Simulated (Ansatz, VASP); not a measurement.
**Two plane-wave programs on BaO**

INCAR

```
PREC = Accurate ; ENCUT = 1340
EDIFF = 1E-6 ; ISMEAR = 0
SIGMA = 0.01 ; LREAL = F
LASPH = T ; NELM = 120
ALGO = Normal ; ISIF = 2
LWAVE = F ; LCHARG = T
GGA = PE ; IVDW = 12
LELF = T ; LVHAR = T
NBANDS = 15 ; GGA_COMPAT = F
```

The input KPOINTS:

```
regular mesh
0
Gamma
  8 8 8
```

The input POSCAR:

```
BaO
1.0
    0.0000000000      2.6352809214      2.6352809214
    2.6352809214      0.0000000000      2.6352809214
    2.6352809214      2.6352809214      0.0000000000
Ba O
1 1
Direct
    0.0000000000      0.0000000000      0.0000000000
    0.5000000000      0.5000000000      0.5000000000
```

Input for Ansatz:

```yaml
crystal:
  lattice:
    - [0.0, 2.635280921384531, 2.635280921384531]
    - [2.635280921384531, 0.0, 2.635280921384531]
    - [2.635280921384531, 2.635280921384531, 0.0]
  atoms:
    - { symbol: Ba, position: [0.0, 0.0, 0.0] }
    - { symbol: O, position: [0.5, 0.5, 0.5] }
basis:
  ecutwfc: 517.016338673772
kpoints:
  mp_grid:
    grid: [8, 8, 8]
hamiltonian:
  xc: pbe
  dispersion: d3bj
  pseudopotentials:
    kind: paw
scf:
  occupations:
    method: fixed
output:
  stress: true
```

Alike in both runs: task single point; functional PBE; dispersion D3(BJ); k mesh 8 × 8 × 8; no spin polarisation.

|  | VASP | Ansatz |
| --- | --- | --- |
| version | VASP 6.6.1 | Ansatz 0.2.0 |
| potentials or method | VASP PAW PBE potentials, release 64 (Ba_sv, O_h), cutoff 1340 eV | plane waves, PAW |
| occupations | gaussian, width 0.01 eV | fixed |
| valence electrons in the cell | 16 | 16 |

```tsv
	VASP	Ansatz	Ansatz less VASP
pressure (GPa)	17.7	14.6	-3.06
```

Spin-orbit coupling is off throughout.
